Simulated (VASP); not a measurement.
# Co (Im-3m) in VASP: notebook, part 2 of 2

VASP 6.6.1. Earlier steps stand in the parts before.

## Step 5: Single point, revPBE, collinear spin, antiferromagnetic start

This run uses another cell than the first one: it holds 2 atoms, not 1.

The input, INCAR:

```
SYSTEM = Co
ALGO     = Normal         ! electronic algorithm
EDIFF    = 1E-6           ! SCF threshold, eV
ENCUT    = 520            ! plane-wave cutoff, eV
GGA      = RE             ! functional
ISIF     = 2              ! what is computed and relaxed
ISMEAR   = -1             ! smearing method
ISPIN    = 2              ! spin polarisation
LASPH    = .True.         ! aspherical terms in the spheres
LCHARG   = .False.        ! write CHGCAR
LMAXMIX  = 4              ! l up to which the mixer works
LORBIT   = 11             ! projections on sites
LREAL    = .False.        ! projectors in reciprocal space
LWAVE    = .False.        ! write WAVECAR
MAGMOM   = 1.7 -1.7       ! initial moments
NBANDS   = 20             ! bands
NELM     = 150            ! most SCF steps
PREC     = Accurate       ! precision mode
SIGMA    = 0.05           ! smearing width, eV
```

The input, KPOINTS:

```
k-points
0
Gamma
  11 11 11
  0 0 0
```

The input, POSCAR:

```
Co
1.0
    2.7923319513      0.0000000000      0.0000000000
    0.0000000000      2.7923319513      0.0000000000
    0.0000000000      0.0000000000      2.7923319513
Co
2
Direct
    0.0000000000      0.0000000000      0.0000000000
    0.5000000000      0.5000000000      0.5000000000
```

Potentials or basis: VASP PAW PBE potentials, release 64 (Co).

Run with:

```sh
> cat potpaw_PBE.64/Co/POTCAR > POTCAR
> mpirun -np 1 vasp_std > vasp.out
```

OUTCAR:

```text
SYSTEM = Co
   EDIFF = 1E-6
   ENCUT = 520
   GGA = RE
   ISIF = 2
   ISMEAR = -1
   ISPIN = 2
   LASPH = .True.
   LORBIT = 11
   LREAL = .False.
   NELM = 150
   PREC = Accurate

 ion  position               nearest neighbor table
   1  0.000  0.000  0.000-   2 2.42   2 2.42   2 2.42   2 2.42   2 2.42   2 2.42   2 2.42   2 2.42

   2  0.500  0.500  0.500-   1 2.42   1 2.42   1 2.42   1 2.42   1 2.42   1 2.42   1 2.42   1 2.42

  LATTYP: Found a simple cubic cell.
 ALAT       =     2.7923319513

  Lattice vectors:

 A1 = (   2.7923319513,   0.0000000000,   0.0000000000)
 A2 = (   0.0000000000,   2.7923319513,   0.0000000000)
 A3 = (   0.0000000000,   0.0000000000,   2.7923319513)

Analysis of symmetry for initial positions (statically):
=====================================================================
[... 1350 lines left out ...]
     2.792331951  0.000000000  0.000000000     0.358123610  0.000000000  0.000000000
     0.000000000  2.792331951  0.000000000     0.000000000  0.358123610  0.000000000
     0.000000000  0.000000000  2.792331951     0.000000000  0.000000000  0.358123610

 POSITION                                       TOTAL-FORCE (eV/Angst)
 -----------------------------------------------------------------------------------
      0.00000      0.00000      0.00000         0.000000      0.000000      0.000000
      1.39617      1.39617      1.39617        -0.000000     -0.000000     -0.000000
 -----------------------------------------------------------------------------------
    total drift:                                0.000000      0.000000     -0.000000

  FREE ENERGIE OF THE ION-ELECTRON SYSTEM (eV)
  ---------------------------------------------------
  free  energy   TOTEN  =       -12.4489328863 eV

  energy  without entropy=      -12.4113436690  energy(sigma->0) =      -12.43013828

 total charge

# of ion       s       p       d       tot
------------------------------------------
    1        0.480   0.509   7.279   8.269
    2        0.480   0.509   7.279   8.269
--------------------------------------------------
tot          0.960   1.019  14.559  16.538

 magnetization (x)

# of ion       s       p       d       tot
------------------------------------------
    1        0.011   0.012   0.820   0.843
    2       -0.011  -0.012  -0.820  -0.843
--------------------------------------------------
tot         -0.000   0.000   0.000  -0.000
```

It took 19 s on 1 thread of Intel Xeon 6975P-C (Granite Rapids), shared host; peak memory 0.16 GiB.

Results:

```yaml
Free_energy: -12.4489 eV
Pressure: -0.7 GPa
Band_gap_on_the_k_mesh: zero (filled and empty bands overlap)
Net_moment: 0.00 μB per cell
Site_moments: Co +0.84, -0.84 μB
Valence_electrons_inside_the_program's_atomic_spheres: Co 8.27
```

Caveat: the PAW data sets were made with another functional, which shifts forces and pressure a little.

## Step 6: Relaxation of cell and atoms, revPBE, collinear spin, antiferromagnetic start

This run uses another cell than the first one: it holds 2 atoms, not 1.

The input, INCAR:

```
PREC = Accurate
ENCUT = 600
EDIFF = 1E-6
ISMEAR = -1
SIGMA = 0.05
LREAL = F
LASPH = T
NELM = 150
ALGO = Normal
ISIF = 3
LWAVE = F
LCHARG = F
ISPIN = 2
MAGMOM = 1.7 -1.7
LORBIT = 11
LMAXMIX = 4
GGA = RE
IBRION = 2
NSW = 80
EDIFFG = -0.01
```

The input, KPOINTS:

```
Automatic mesh
0
Gamma
  11 11 11
```

The input, POSCAR:

```
Co
1.0
    2.8082743434      0.0000000000      0.0000000000
    0.0000000000      2.8082743434      0.0000000000
    0.0000000000      0.0000000000      2.8082743434
Co
2
Direct
    0.0000000000      0.0000000000      0.0000000000
    0.5000000000      0.5000000000      0.5000000000
```

Potentials or basis: VASP PAW PBE potentials, release 64 (Co).

Run with:

```sh
> cat potpaw_PBE.64/Co/POTCAR > POTCAR
> mpirun -np 1 vasp_std > vasp.out
```

Run time: 32 s. Hardware: 1 thread of Intel Xeon 6975P-C (Granite Rapids), shared host; peak memory 0.17 GiB.

The run converged. Its results:

| Quantity | Value |
| --- | --- |
| Free energy | -12.4485 eV |
| Relaxed volume | 10.84 Å³/atom |
| Relaxed cell | a = 2.789 Å, b = 2.789 Å, c = 2.789 Å, α = 90.00°, β = 90.00°, γ = 90.00° |
| Space group after relaxing (to 0.05 Å) | Im-3m (No. 229) |
| Energy gained by relaxing | 2.9 meV/atom |
| Ionic steps | 3 |
| Pressure after relaxing | 0.0 GPa |
| Band gap on the k mesh | zero (filled and empty bands overlap) |
| Net moment | 0.00 μB per cell |
| Site moments | Co +0.83, -0.83 μB |
| Valence electrons inside the program's atomic spheres | Co 8.28 |

The path:
```
step  energy change (eV)  largest force (eV/Å)  pressure (GPa)  volume (Å³)
   1              0.0000                0.0000           -3.92        22.15
   2             -0.0010                0.0000            3.92        21.29
   3             -0.0058                0.0000            0.01        21.69
```

Final structure:
```xyz
2
Lattice="2.7888 0.0000 0.0000 0.0000 2.7888 0.0000 0.0000 0.0000 2.7888" Properties=species:S:1:pos:R:3 pbc="T T T"
Co    0.0000    0.0000    0.0000
Co    1.3944    1.3944    1.3944
```

Levels at points of the mesh, in eV from the Fermi level:
Spin up:
```tsv
k point	band 7	band 8	band 9	band 10	band 11	band 12
(0.00, 0.00, 0.00)	-0.28	-0.28	0.57	0.57	0.57	10.07
```
Spin down:
| k point | band 6 | band 7 | band 8 | band 9 | band 10 | band 11 | band 12 | band 13 |
| --- | --- | --- | --- | --- | --- | --- | --- | --- |
| (0.00, 0.00, 0.00) | -1.87 | -0.28 | -0.28 | 0.57 | 0.57 | 0.57 | 10.07 | 10.07 |

Caveat: the PAW data sets were made with another functional, which shifts forces and pressure a little.

## Step 7: Single point, revPBE, collinear spin, antiferromagnetic start

This run uses another cell than the first one: it holds 2 atoms, not 1.

The input, INCAR:

```
SYSTEM = Co
  ALGO = Normal
  EDIFF = 1E-6
  ENCUT = 520
  GGA = RE
  ISIF = 2
  ISMEAR = -1
  ISPIN = 2
  LASPH = .True.
  LCHARG = .False.
  LMAXMIX = 4
  LORBIT = 11
  LREAL = .False.
  LWAVE = .False.
  MAGMOM = 0.851 -0.851
  NBANDS = 20
  NELM = 150
  PREC = Accurate
  SIGMA = 0.05
```

The input, KPOINTS:

```
k-points
0
Gamma
  18 18 18
  0 0 0
```

The input, POSCAR:

```
Co
1.0
    2.7923319513      0.0000000000      0.0000000000
    0.0000000000      2.7923319513      0.0000000000
    0.0000000000      0.0000000000      2.7923319513
Co
2
Direct
    0.0000000000      0.0000000000      0.0000000000
    0.5000000000      0.5000000000      0.5000000000
```

Potentials or basis: VASP PAW PBE potentials, release 64 (Co).

Run with:

```sh
> cat potpaw_PBE.64/Co/POTCAR > POTCAR
> mpirun -np 1 vasp_std > vasp.out
```

OUTCAR:

```text
SYSTEM = Co
   EDIFF = 1E-6
   ENCUT = 520
   GGA = RE
   ISIF = 2
   ISMEAR = -1
   ISPIN = 2
   LASPH = .True.
   LORBIT = 11
   LREAL = .False.
   NELM = 150
   PREC = Accurate

 ion  position               nearest neighbor table
   1  0.000  0.000  0.000-   2 2.42   2 2.42   2 2.42   2 2.42   2 2.42   2 2.42   2 2.42   2 2.42

   2  0.500  0.500  0.500-   1 2.42   1 2.42   1 2.42   1 2.42   1 2.42   1 2.42   1 2.42   1 2.42

  LATTYP: Found a simple cubic cell.
 ALAT       =     2.7923319513

  Lattice vectors:

 A1 = (   2.7923319513,   0.0000000000,   0.0000000000)
 A2 = (   0.0000000000,   2.7923319513,   0.0000000000)
 A3 = (   0.0000000000,   0.0000000000,   2.7923319513)

Analysis of symmetry for initial positions (statically):
=====================================================================
 Subroutine PRICEL returns following result:

  LATTYP: Found a body centered cubic cell.
 ALAT       =     2.7923319513
[... 12 lines left out ...]
 Subroutine GETGRP returns: Found 48 space group operations
 (whereof 48 operations were pure point group operations)
 out of a pool of 48 trial point group operations.

The static configuration has the point symmetry O_h .

Analysis of symmetry for dynamics (positions and initial velocities):
=====================================================================
 Subroutine PRICEL returns following result:

  LATTYP: Found a body centered cubic cell.
 ALAT       =     2.7923319513
[... 12 lines left out ...]
 Subroutine GETGRP returns: Found 48 space group operations
 (whereof 48 operations were pure point group operations)
 out of a pool of 48 trial point group operations.

The dynamic configuration has the point symmetry O_h .

Analysis of structural, dynamic, and magnetic symmetry:
=====================================================================
 Subroutine PRICEL returns following result:

  LATTYP: Found a body centered cubic cell.
 ALAT       =     2.7923319513
[... 12 lines left out ...]
 Subroutine GETGRP returns: Found 48 space group operations
 (whereof 48 operations were pure point group operations)
 out of a pool of 48 trial point group operations.

The overall configuration has the point symmetry O_h .

 Subroutine INISYM returns: Found 48 space group operations
 (whereof 48 operations are pure point group operations),
 and found     2 'primitive' translations

----------------------------------------------------------------------------------------

                                     Primitive cell

  volume of cell :      10.8861

  direct lattice vectors                    reciprocal lattice vectors
     1.396165976  1.396165976 -1.396165976     0.358123610  0.358123610  0.000000000
    -1.396165976  1.396165976  1.396165976     0.000000000  0.358123610  0.358123610
     1.396165976 -1.396165976  1.396165976     0.358123610  0.000000000  0.358123610

  length of vectors
     2.418230406  2.418230406  2.418230406     0.506463267  0.506463267  0.506463267

  position of ions in fractional coordinates (direct lattice)
     0.000000000  0.000000000  0.000000000

  ion indices of the primitive-cell ions
   primitive index   ion index
                 1           1

----------------------------------------------------------------------------------------

 KPOINTS: k-points

Automatic generation of k-mesh.
 Grid dimensions read from file:
 generate k-points for:   18   18   18

 Generating k-lattice:

  Cartesian coordinates                     Fractional coordinates (reciprocal lattice)
[... 59 lines left out ...]
   NELM   =    150;   NELMIN=  2; NELMDL= -5     # of ELM steps
   EDIFF  = 0.1E-05   stopping-criterion for ELM
   LREAL  =      F    real-space projection
   EDIFFG = 0.1E-04   stopping-criterion for IOM
   NSW    =      0    number of steps for IOM
   IBRION =     -1    ionic relax: 0-MD 1-quasi-New 2-CG
   NFREE  =      0    steps in history (QN), initial steepest desc. (CG)
   ISIF   =      2    stress and relaxation
   ISYM   =      2    0-nonsym 1-usesym 2-fastsym
   POTIM  = 0.5000    time-step for ionic-motion
   TEBEG  =    0.0;   TEEND  =   0.0 temperature during run
   PSTRESS=    0.0 pullay stress
   NELECT =      18.0000    total number of electrons
   NUPDOWN=      -1.0000    fix difference up-down
   EMIN   =  10.00;   EMAX   =-10.00  energy-range for DOS
   EFERMI =   0.00;   METHOD = LEGACY
   ISMEAR =    -1;   SIGMA  =   0.05  broadening in eV -4-tet -1-fermi 0-gaus
   EFERMI_NEDOS =   21; number of points for ismear=-14 and -15
   IALGO  =     38    algorithm
   IMIX   =      4    mixing-type and parameters
     AMIX     =   0.40;   BMIX     =  1.00
     AMIX_MAG =   1.60;   BMIX_MAG =  1.00
  volume/ion in A,a.u.               =      10.89        73.46
  Fermi-wavevector in a.u.,A,eV,Ry     =   1.536498  2.903560 32.120982  2.360826
  Thomas-Fermi vector in A             =   2.643138
   LORBIT       =     11    0 simple, 1 ext, 2 COOP (PROOUT), +10 PAW based schemes
   GGA     = RE    functional components
   LHFCALC =     F    Hartree Fock is set to
   AEXX    =    0.0000 exact exchange contribution
   IVDW    =     0    specifies the selected vdW correction
   LEPSILON=     F    determine dielectric tensor
   LRPA    =     F    only Hartree local field effects (RPA)
 spin polarized calculation
  energy-cutoff  :      520.00
  volume of cell :       21.77
 maximum number of plane-waves:       624
 NGX is ok and might be reduce to    24

 number of electron      18.0000001 magnetization       0.0000000

 number of electron      18.0000001 magnetization      -0.0000000

 Free energy of the ion-electron system (eV)
  ---------------------------------------------------
  ext. energy  EPLUGINS =         0.00000000
  ---------------------------------------------------
  free energy    TOTEN  =       -12.44846096 eV

  energy without entropy =      -12.41011205  energy(sigma->0) =      -12.42928650

 E-fermi :  10.1803     XC(G=0): -13.3144

 val. band max:       10.1775125542   @ k =   0.4444   0.3889   0.0556
 cond. band min:      10.1843973915   @ k =   0.3333   0.0556   0.0556
 fundamental gap:      0.0068848373
 Fermi energy:        10.1803253071

 spin component 1

 k-point     1 :       0.0000    0.0000    0.0000
  band No.  band energies     occupation
      1       1.4182      1.00000
      2       5.9614      1.00000
      3       5.9614      1.00000
      4       8.3171      1.00000
      5       8.3171      1.00000
      6       8.3171      1.00000
[... 541 lines left out ...]
     19      31.7966      0.00000
     20      35.8676      0.00000

 [... further k-points ...]

 spin component 2

 k-point     1 :       0.0000    0.0000    0.0000
  band No.  band energies     occupation
      1       1.4182      1.00000
      2       5.9614      1.00000
      3       5.9614      1.00000
      4       8.3171      1.00000
      5       8.3171      1.00000
      6       8.3171      1.00000
[... 541 lines left out ...]
     19      31.7966      0.00000
     20      35.8676      0.00000

 [... further k-points ...]

------------------------ aborting loop because EDIFF is reached ----------------------------------------

  FORCE on cell =-STRESS in cart. coord.  units (eV):
  Direction    XX          YY          ZZ          XY          YZ          ZX
  --------------------------------------------------------------------------------------
  -------------------------------------------------------------------------------------
  Total       -0.1194754     -0.1194754     -0.1194754      0.0000000      0.0000000      0.0000000
  in kB       -8.7920052     -8.7920052     -8.7920052      0.0000000      0.0000000      0.0000000
  external PRESSURE =      -8.7920052 kB  Pullay stress =       0.0000000 kB

 VOLUME and BASIS-vectors are now :
 -----------------------------------------------------------------------------
  energy-cutoff  :      520.00
  volume of cell :       21.77
      direct lattice vectors                 reciprocal lattice vectors
     2.792331951  0.000000000  0.000000000     0.358123610  0.000000000  0.000000000
     0.000000000  2.792331951  0.000000000     0.000000000  0.358123610  0.000000000
     0.000000000  0.000000000  2.792331951     0.000000000  0.000000000  0.358123610

 POSITION                                       TOTAL-FORCE (eV/Angst)
 -----------------------------------------------------------------------------------
      0.00000      0.00000      0.00000        -0.000000     -0.000000     -0.000000
      1.39617      1.39617      1.39617         0.000000      0.000000      0.000000
 -----------------------------------------------------------------------------------
    total drift:                                0.000000      0.000000     -0.000000

  FREE ENERGIE OF THE ION-ELECTRON SYSTEM (eV)
  ---------------------------------------------------
  free  energy   TOTEN  =       -12.4484609601 eV

  energy  without entropy=      -12.4101120453  energy(sigma->0) =      -12.42928650

 total charge

# of ion       s       p       d       tot
------------------------------------------
    1        0.480   0.510   7.278   8.268
    2        0.480   0.510   7.278   8.268
--------------------------------------------------
tot          0.960   1.021  14.556  16.537

 magnetization (x)

# of ion       s       p       d       tot
------------------------------------------
    1        0.010   0.012   0.812   0.835
    2       -0.010  -0.012  -0.812  -0.835
--------------------------------------------------
tot         -0.000   0.000   0.000  -0.000
```

stdout:

```text
POSCAR found type information on POSCAR Co
 POSCAR found :  1 types and       2 ions
 scaLAPACK will be used
 -----------------------------------------------------------------------------
|                                                                             |
|                                                                             |
|     You enforced a specific xc type in the INCAR file but a different       |
|     I HOPE YOU KNOW WHAT YOU ARE DOING!                                     |
|                                                                             |
 -----------------------------------------------------------------------------

 LDA part: xc-table for (Slater+PW92), standard interpolation
 POSCAR, INCAR and KPOINTS ok, starting setup
 FFT: planning ... GRIDC
 FFT: planning ... GRID_SOFT
 FFT: planning ... GRID
 WAVECAR not read
 entering main loop
```

It took 55 s on 1 thread of Intel Xeon 6975P-C (Granite Rapids), shared host; peak memory 0.25 GiB.

Results:

```
Free energy                                           : -12.4485 eV
Pressure                                              : -0.9 GPa
Band gap on the k mesh                                : zero (filled and empty bands overlap)
Net moment                                            : 0.00 μB per cell
Site moments                                          : Co +0.83, -0.83 μB
Valence electrons inside the program's atomic spheres : Co 8.27
```

Caveat: the PAW data sets were made with another functional, which shifts forces and pressure a little.

## Step 8: Summary

```csv
task,spin,cell,k mesh,cutoff (eV),smearing,gap on the mesh (eV),pressure (GPa),moment (μB),relaxed volume (Å³/atom)
relaxation of cell and atoms,off,"relaxed from a = 2.432 Å, angles 109.5°, 1 atom",16 × 16 × 16,600,fermi-dirac 0.1 eV,none,0.0,-,10.74
single point,off,"a = 2.410 Å, angles 109.5°, 1 atom",26 × 26 × 26,520,fermi-dirac 0.1 eV,none,-0.6,-,-
single point,"collinear, ferromagnetic start","a = 2.452 Å, angles 109.5°, 1 atom",25 × 25 × 25,520,fermi-dirac 0.05 eV,none,-0.7,1.77,-
single point,"collinear, antiferromagnetic start","a = 2.792 Å, 2 atoms",11 × 11 × 11,520,fermi-dirac 0.05 eV,none,-0.7,0.00,-
relaxation of cell and atoms,"collinear, antiferromagnetic start","relaxed from a = 2.808 Å, 2 atoms",11 × 11 × 11,600,fermi-dirac 0.05 eV,none,0.0,0.00,10.84
single point,"collinear, antiferromagnetic start","a = 2.792 Å, 2 atoms",18 × 18 × 18,520,fermi-dirac 0.05 eV,none,-0.9,0.00,-
```

Alike in all rows: level revPBE; potentials or basis VASP PAW PBE potentials, release 64 (Co).

Caveats: the PAW data sets were made with another functional, which shifts forces and pressure a little.

Total energies depend on the potentials used, so only differences within one code and one set of settings carry meaning.
